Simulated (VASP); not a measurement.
**Al30Si (a cell with a defect): single point with PBE+D3(BJ)**

The system is Al30Si (a cell with a defect).

```
Al Si
1.0
     8.10000    0.00000    0.00000
     0.00000    8.10000    0.00000
     0.00000    0.00000    8.10000
Al Si
30 1
Direct
  0.50366 0.00078 0.00259
  0.74992 0.24717 0.00295
  0.99635 0.00081 0.00243
  0.24989 0.24894 0.00097
  0.49884 0.49924 0.00114
  0.74995 0.75314 0.00191
  0.25005 0.00025 0.24836
  0.50164 0.24712 0.24834
  0.74995 0.50538 0.25593
  0.48869 0.00638 0.50251
  0.75001 0.24387 0.49462
  0.74997 0.99300 0.74236
  0.00079 0.49932 0.00118
  0.24996 0.74765 0.99523
  0.99833 0.24706 0.24833
  0.24992 0.49653 0.24901
  0.49617 0.74931 0.24648
  0.01165 0.00661 0.50262
  0.25000 0.25867 0.50194
  0.50471 0.50440 0.50168
  0.25001 0.00040 0.75690
  0.50018 0.24923 0.75108
  0.74988 0.50142 0.74796
  0.00421 0.74928 0.24628
  0.99524 0.50439 0.50162
  0.25003 0.74882 0.50007
  0.99977 0.24925 0.75106
  0.24987 0.49937 0.75121
  0.50297 0.74752 0.74523
  0.99689 0.74756 0.74505
  0.75015 0.83943 0.42575
```

```json
{
  "Program": "VASP 6.6.1",
  "Task": "single point",
  "Functional": "PBE",
  "Dispersion": "D3(BJ)",
  "Potentials or basis": "VASP PAW PBE potentials, release 64 (Al, Si)",
  "Cutoff": "520 eV",
  "k mesh": "3 × 3 × 3",
  "Occupations": "gaussian, width 0.15 eV",
  "Spin": "no spin polarisation"
}
```

The pressure is -4.4 GPa, the largest force is 0.563 eV/Å and the band gap on the k mesh is zero (bands 47 and 48 overlap by 0.44 eV). The dispersion energy per atom is -0.325 eV.

Forces on the atoms (eV/Å):
```
Al  -0.007  0.014 -0.024
Al   0.002  0.018 -0.006
Al   0.006  0.012 -0.020
Al   0.001 -0.001 -0.006
Al  -0.002  0.006  0.005
Al   0.001 -0.003 -0.025
Al   0.001  0.022 -0.033
Al   0.000  0.028 -0.010
Al   0.002  0.027 -0.014
Al   0.021  0.014 -0.051
Al   0.000  0.037  0.004
Al   0.001  0.014 -0.005
Al   0.008  0.002  0.001
Al   0.002  0.021 -0.009
Al  -0.001  0.029 -0.012
Al   0.003  0.019  0.008
Al   0.000  0.039 -0.018
Al  -0.031  0.006 -0.055
Al   0.003  0.013 -0.007
Al   0.003  0.015 -0.009
Al   0.002  0.009 -0.031
Al  -0.002 -0.004 -0.004
Al   0.003  0.005 -0.005
Al  -0.013  0.042 -0.010
Al  -0.005  0.018 -0.008
Al   0.000  0.001 -0.005
Al  -0.001 -0.001 -0.003
Al   0.000 -0.004  0.003
Al   0.008  0.012 -0.014
Al  -0.008  0.011 -0.012
Si   0.007 -0.419  0.376
```

Stress tensor (GPa, compression positive):
```
-4.38  0.00  0.00
 0.00 -4.30  0.27
 0.00  0.27 -4.39
```

Levels at points of the mesh, in eV from the Fermi level:
```tsv
k point	band 43	band 44	band 45	band 46	band 47	band 48	band 49	band 50	band 51	band 52
(0.00, 0.00, 0.00)	-0.46	-0.33	-0.30	0.04	0.37	0.48	0.57	0.59	0.59	0.75
```

It took 3.7 min on 1 thread of Intel(R) Xeon(R) 6975P-C (Granite Rapids) (shared host), peak memory 0.64 GiB.
